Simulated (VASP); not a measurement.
# NiO (Fm-3m) in VASP: settings compared, part 2 of 2

VASP 6.6.1. The steps go on from the part before.

## Step 4: Single point, PBEsol+D3(BJ), collinear spin, ferromagnetic start

This run uses another cell than the first one, of 8.71 Å³/atom.

The input, INCAR:

```
SYSTEM = NiO
PREC = Accurate ; ENCUT = 520
EDIFF = 1E-6 ; ISMEAR = -1
SIGMA = 0.05 ; LREAL = .FALSE.
LASPH = .TRUE. ; NELM = 150
ALGO = Normal ; ISIF = 2
LWAVE = .FALSE. ; LCHARG = .FALSE.
ISPIN = 2 ; MAGMOM = 1 0
LORBIT = 11 ; LMAXMIX = 4
GGA = PS ; IVDW = 12
NBANDS = 19
```

The input, KPOINTS:

```
Automatic mesh
0
G
  11 11 11
  0 0 0
```

The input, POSCAR:

```
NiO
1.0
    0.0000000000      2.0577103256      2.0577103256
    2.0577103256      0.0000000000      2.0577103256
    2.0577103256      2.0577103256      0.0000000000
Ni O
1 1
Direct
    0.0000000000      0.0000000000      0.0000000000
    0.5000000000      0.5000000000      0.5000000000
```

Potentials or basis: VASP PAW PBE potentials, release 64 (Ni, O).

Run with:

```
cat potpaw_PBE.64/Ni/POTCAR potpaw_PBE.64/O/POTCAR > POTCAR
mpirun -np 1 vasp_std > vasp.out
```

OUTCAR:

```text
SYSTEM = NiO
   PREC = Accurate
   ENCUT = 520
   EDIFF = 1E-6
   ISMEAR = -1
   LREAL = .FALSE.
   LASPH = .TRUE.
   NELM = 150
   ISIF = 2
   ISPIN = 2
   LORBIT = 11
   GGA = PS
   IVDW = 12
 IVDW          = 12

 ion  position               nearest neighbor table
   1  0.000  0.000  0.000-   2 2.06   2 2.06   2 2.06   2 2.06   2 2.06   2 2.06
   2  0.500  0.500  0.500-   1 2.06   1 2.06   1 2.06   1 2.06   1 2.06   1 2.06

  LATTYP: Found a face centered cubic cell.
 ALAT       =     4.1154206512

  Lattice vectors:

 A1 = (   0.0000000000,   2.0577103256,   2.0577103256)
 A2 = (   2.0577103256,   0.0000000000,   2.0577103256)
 A3 = (   2.0577103256,   2.0577103256,   0.0000000000)

Analysis of symmetry for initial positions (statically):
=====================================================================
 Subroutine PRICEL returns:
 Original cell was already a primitive cell.

 Routine SETGRP: Setting up the symmetry group for a
 face centered cubic supercell.

 Subroutine GETGRP returns: Found 48 space group operations
 (whereof 48 operations were pure point group operations)
 out of a pool of 48 trial point group operations.

The static configuration has the point symmetry O_h .

Analysis of symmetry for dynamics (positions and initial velocities):
=====================================================================
 Subroutine PRICEL returns:
 Original cell was already a primitive cell.

 Routine SETGRP: Setting up the symmetry group for a
 face centered cubic supercell.

 Subroutine GETGRP returns: Found 48 space group operations
 (whereof 48 operations were pure point group operations)
 out of a pool of 48 trial point group operations.

The dynamic configuration has the point symmetry O_h .

Analysis of structural, dynamic, and magnetic symmetry:
=====================================================================
 Subroutine PRICEL returns:
 Original cell was already a primitive cell.

 Routine SETGRP: Setting up the symmetry group for a
 face centered cubic supercell.

 Subroutine GETGRP returns: Found 48 space group operations
 (whereof 48 operations were pure point group operations)
 out of a pool of 48 trial point group operations.

The overall configuration has the point symmetry O_h .

 Subroutine INISYM returns: Found 48 space group operations
 (whereof 48 operations are pure point group operations),
 and found     1 'primitive' translations

----------------------------------------------------------------------------------------

                                     Primitive cell

  volume of cell :      17.4254

  direct lattice vectors                    reciprocal lattice vectors
     0.000000000  2.057710326  2.057710326    -0.242988527  0.242988527  0.242988527
     2.057710326  0.000000000  2.057710326     0.242988527 -0.242988527  0.242988527
     2.057710326  2.057710326  0.000000000     0.242988527  0.242988527 -0.242988527

  length of vectors
     2.910041850  2.910041850  2.910041850     0.420868474  0.420868474  0.420868474

  position of ions in fractional coordinates (direct lattice)
     0.000000000  0.000000000  0.000000000
     0.500000000  0.500000000  0.500000000

  ion indices of the primitive-cell ions
   primitive index   ion index
                 1           1
                 2           2
[... 64 lines left out ...]
   ISTART =      0    job   : 0-new  1-cont  2-samecut
   ICHARG =      2    charge: 1-file 2-atom 10-const
   ISPIN  =      2    spin polarized calculation?
   LNONCOLLINEAR =      F non collinear calculations
   LSORBIT =      F    spin-orbit coupling
   LASPH  =      T    aspherical Exc in radial PAW
   ENCUT  =  520.0 eV  38.22 Ry    6.18 a.u.   5.41  5.41  5.41*2*pi/ulx,y,z
   NELM   =    150;   NELMIN=  2; NELMDL= -5     # of ELM steps
   EDIFF  = 0.1E-05   stopping-criterion for ELM
   LREAL  =      F    real-space projection
   EDIFFG = 0.1E-04   stopping-criterion for IOM
   NSW    =      0    number of steps for IOM
   IBRION =     -1    ionic relax: 0-MD 1-quasi-New 2-CG
   NFREE  =      0    steps in history (QN), initial steepest desc. (CG)
   ISIF   =      2    stress and relaxation
   ISYM   =      2    0-nonsym 1-usesym 2-fastsym
   POTIM  = 0.5000    time-step for ionic-motion
   TEBEG  =    0.0;   TEEND  =   0.0 temperature during run
   PSTRESS=    0.0 pullay stress
   NELECT =      16.0000    total number of electrons
   NUPDOWN=      -1.0000    fix difference up-down
   EMIN   =  10.00;   EMAX   =-10.00  energy-range for DOS
   EFERMI =   0.00;   METHOD = LEGACY
   ISMEAR =    -1;   SIGMA  =   0.05  broadening in eV -4-tet -1-fermi 0-gaus
   EFERMI_NEDOS =   21; number of points for ismear=-14 and -15
   IALGO  =     38    algorithm
   IMIX   =      4    mixing-type and parameters
     AMIX     =   0.40;   BMIX     =  1.00
     AMIX_MAG =   1.60;   BMIX_MAG =  1.00
  volume/ion in A,a.u.               =       8.71        58.80
  Fermi-wavevector in a.u.,A,eV,Ry     =   1.591185  3.006903 34.448165  2.531869
  Thomas-Fermi vector in A             =   2.689764
   LORBIT       =     11    0 simple, 1 ext, 2 COOP (PROOUT), +10 PAW based schemes
   GGA     = PS    functional components
   LHFCALC =     F    Hartree Fock is set to
   AEXX    =    0.0000 exact exchange contribution
   IVDW    =    12    specifies the selected vdW correction
   LEPSILON=     F    determine dielectric tensor
   LRPA    =     F    only Hartree local field effects (RPA)
 spin polarized calculation
  energy-cutoff  :      520.00
  volume of cell :       17.43
 maximum number of plane-waves:       495
 NGX is ok and might be reduce to    24
   NGX = 11   NGY = 11   NGZ = 11

 number of electron      15.9999988 magnetization       1.2359834

 Free energy of the ion-electron system (eV)
  ---------------------------------------------------
  ext. energy  EPLUGINS =         0.00000000
  ---------------------------------------------------
  free energy    TOTEN  =       -12.40328538 eV

  energy without entropy =      -12.38978714  energy(sigma->0) =      -12.39653626

 E-fermi :   8.4274     XC(G=0): -13.2044

 val. band max:        8.4271230749   @ k =  -0.4545   0.3636   0.0909
 cond. band min:       8.4490691185   @ k =  -0.2727   0.2727   0.0000
 fundamental gap:      0.0219460436
 Fermi energy:         8.4273823174

 spin component 1

 k-point     1 :       0.0000    0.0000    0.0000
  band No.  band energies     occupation
      1     -12.4414      1.00000
      2       5.0935      1.00000
      3       5.0935      1.00000
      4       5.0935      1.00000
      5       5.7137      1.00000
      6       5.7137      1.00000
[... 517 lines left out ...]
     18      39.9223      0.00000
     19      41.0879      0.00000

 [... further k-points ...]

 spin component 2

 k-point     1 :       0.0000    0.0000    0.0000
  band No.  band energies     occupation
      1     -12.1520      1.00000
      2       5.4356      1.00000
      3       5.4356      1.00000
      4       5.4356      1.00000
      5       6.5619      1.00000
      6       6.5620      1.00000
[... 517 lines left out ...]
     18      40.2116      0.00000
     19      41.2723      0.00000

 [... further k-points ...]

------------------------ aborting loop because EDIFF is reached ----------------------------------------

 Edisp (eV)   -0.45241

 E8    (eV) :    -0.2739

  FORCE on cell =-STRESS in cart. coord.  units (eV):
  Direction    XX          YY          ZZ          XY          YZ          ZX
  --------------------------------------------------------------------------------------
  -------------------------------------------------------------------------------------
  Total      -0.19173    -0.19173    -0.19173     0.00000     0.00000     0.00000
  in kB     -17.62818   -17.62818   -17.62818     0.00000     0.00000     0.00000
  external pressure =      -17.63 kB  Pullay stress =        0.00 kB

 VOLUME and BASIS-vectors are now :
 -----------------------------------------------------------------------------
  energy-cutoff  :      520.00
  volume of cell :       17.43
      direct lattice vectors                 reciprocal lattice vectors
     0.000000000  2.057710326  2.057710326    -0.242988527  0.242988527  0.242988527
     2.057710326  0.000000000  2.057710326     0.242988527 -0.242988527  0.242988527
     2.057710326  2.057710326  0.000000000     0.242988527  0.242988527 -0.242988527

 POSITION                                       TOTAL-FORCE (eV/Angst)
 -----------------------------------------------------------------------------------
      0.00000      0.00000      0.00000         0.000000      0.000000      0.000000
      2.05771      2.05771      2.05771        -0.000000     -0.000000     -0.000000
 -----------------------------------------------------------------------------------
    total drift:                                0.000000     -0.000000     -0.000000

  FREE ENERGIE OF THE ION-ELECTRON SYSTEM (eV)
  ---------------------------------------------------
  free  energy   TOTEN  =       -12.8556947570 eV

  energy  without entropy=      -12.8421965165  energy(sigma->0) =      -12.84894564

 total charge

# of ion       s       p       d       tot
------------------------------------------
    1        0.349   0.439   8.330   9.118
    2        1.558   3.393   0.000   4.952
--------------------------------------------------
tot          1.907   3.833   8.330  14.070

 magnetization (x)

# of ion       s       p       d       tot
------------------------------------------
    1        0.010   0.014   1.010   1.034
    2        0.024   0.149   0.000   0.172
--------------------------------------------------
tot          0.034   0.163   1.010   1.206
```

OSZICAR:

```text
N       E                     dE             d eps       ncg     rms          rms(c)
DAV:   1     0.833335630104E+02    0.83334E+02   -0.69518E+03  4539   0.105E+03
DAV:   2    -0.939180214833E+01   -0.92725E+02   -0.81173E+02  4409   0.237E+02
DAV:   3    -0.144707424314E+02   -0.50789E+01   -0.48083E+01  4827   0.560E+01
DAV:   4    -0.145148872370E+02   -0.44145E-01   -0.44098E-01  4736   0.509E+00
DAV:   5    -0.145155011212E+02   -0.61388E-03   -0.61383E-03  4844   0.597E-01    0.144E+01
DAV:   6    -0.136794929933E+02    0.83601E+00   -0.93896E+00  5570   0.570E+01    0.157E+01
DAV:   7    -0.124641316940E+02    0.12154E+01   -0.38274E+00  5405   0.444E+01    0.585E+00
DAV:   8    -0.124020084816E+02    0.62123E-01   -0.20498E-01  5572   0.743E+00    0.243E+00
DAV:   9    -0.123987855707E+02    0.32229E-02   -0.16948E-02  4781   0.130E+00    0.604E-01
DAV:  10    -0.123989565436E+02   -0.17097E-03   -0.35944E-03  5416   0.108E+00    0.407E-01
DAV:  11    -0.124011366977E+02   -0.21802E-02   -0.11158E-03  5657   0.562E-01    0.382E-01
DAV:  12    -0.124032058499E+02   -0.20692E-02   -0.80551E-03  5316   0.195E+00    0.246E-01
DAV:  13    -0.124030742562E+02    0.13159E-03   -0.14088E-03  5057   0.751E-01    0.114E-01
DAV:  14    -0.124032875336E+02   -0.21328E-03   -0.43689E-04  5498   0.323E-01    0.313E-02
DAV:  15    -0.124032445956E+02    0.42938E-04   -0.87457E-05  6107   0.181E-01    0.423E-02
DAV:  16    -0.124032849986E+02   -0.40403E-04   -0.71430E-05  5507   0.153E-01    0.119E-02
DAV:  17    -0.124032853848E+02   -0.38618E-06   -0.21913E-06  4517   0.125E-02
   1 F= -.12855695E+02 E0= -.12848946E+02  d E =-.134982E-01  mag=     1.2369
```

stdout:

```text
POSCAR found type information on POSCAR NiO
 POSCAR found :  2 types and       2 ions
 scaLAPACK will be used
 -----------------------------------------------------------------------------
|                                                                             |
|                                                                             |
|     You enforced a specific xc type in the INCAR file but a different       |
|     I HOPE YOU KNOW WHAT YOU ARE DOING!                                     |
|                                                                             |
 -----------------------------------------------------------------------------

 LDA part: xc-table for (Slater+PW92), standard interpolation
 POSCAR, INCAR and KPOINTS ok, starting setup
 FFT: planning ... GRIDC
 FFT: planning ... GRID_SOFT
 FFT: planning ... GRID
 WAVECAR not read
 entering main loop
```

It took 30 s on 1 thread of Intel Xeon 6975P-C (Granite Rapids), shared host; peak memory 0.17 GiB.

What came out:

| Item | Value |
| --- | --- |
| Free energy | -12.8557 eV |
| Pressure | -1.8 GPa |
| Net moment | 1.24 μB per cell |
| Site moments | Ni +1.03; O +0.17 μB |
| Valence electrons inside the program's atomic spheres | Ni 9.12; O 4.95 |
| Dispersion energy per atom | -0.226 eV |

Levels at points of the mesh, in eV from the Fermi level:
Spin up:
```
           k point  band 7  band 8  band 9  band 10  band 11  band 12
(0.00, 0.00, 0.00)   -2.51   -2.51   -2.51     1.68    17.72    19.13
```
Spin down:
| k point | band 3 | band 4 | band 5 | band 6 | band 7 | band 8 | band 9 | band 10 | band 11 | band 12 |
| --- | --- | --- | --- | --- | --- | --- | --- | --- | --- | --- |
| (0.00, 0.00, 0.00) | -2.99 | -2.99 | -1.87 | -1.87 | -1.87 | -1.06 | -1.06 | 1.93 | 17.70 | 19.32 |

Caveat: the PAW data sets were made with another functional, which shifts forces and pressure a little; a cell with one magnetic atom can't hold antiferromagnetic order, which such compounds often take; semilocal functionals often make such compounds metallic where correlation or magnetic order opens a gap, which also shifts bond lengths. With open d or f shells a metallic result of PBEsol can be an artefact of self-interaction; +U or a hybrid may open a gap.

## Step 5: The runs side by side

```csv
level,potentials or basis,cell,gap on the mesh (eV),pressure (GPa),moment (μB)
PBEsol+D3(BJ),"VASP PAW PBE potentials, release 64 (Ni, O)","a = 2.890 Å, angles 60.0°, 2 atoms",none,0.7,0.82
LDA,"VASP PAW LDA potentials, release 64 (Ni, O)","a = 2.890 Å, angles 60.0°, 2 atoms",none,-7.4,0.27
PBEsol+D3(BJ),"VASP PAW PBE potentials, release 64 (Ni, O)","a = 2.910 Å, angles 60.0°, 2 atoms",none,-1.8,1.24
```

Alike in all rows: task single point; spin collinear, ferromagnetic start; k mesh 11 × 11 × 11; cutoff (eV) 520; smearing fermi-dirac 0.05 eV.

Caveats: semilocal functionals often make such compounds metallic where correlation or magnetic order opens a gap, which also shifts bond lengths; the PAW data sets were made with another functional, which shifts forces and pressure a little (at least some runs); a cell with one magnetic atom can't hold antiferromagnetic order, which such compounds often take (at least some runs); the cell stands under tension (at least some runs).

Total energies depend on the potentials used, so only differences within one code and one set of settings carry meaning.

## Step 6: Against experiment

Step 2. A measured gap of NiO is 4.3 eV (quoted in “Local correlations, non-local screening, multiplets, and band formation in NiO”, 2012, arxiv:1210.6675); the calculated 0.00 eV misses it by -4.30 eV. So large a miss can be the level of theory's own, or it may mean another phase, state or a wrong row. The value is that of PBEsol+D3(BJ) on a finite k mesh, which can miss the band edges, without temperature or zero-point motion. Semilocal functionals fall short of measured gaps as a rule. The run's magnetic order (collinear spin, ferromagnetic start) needn't be the measured crystal's.
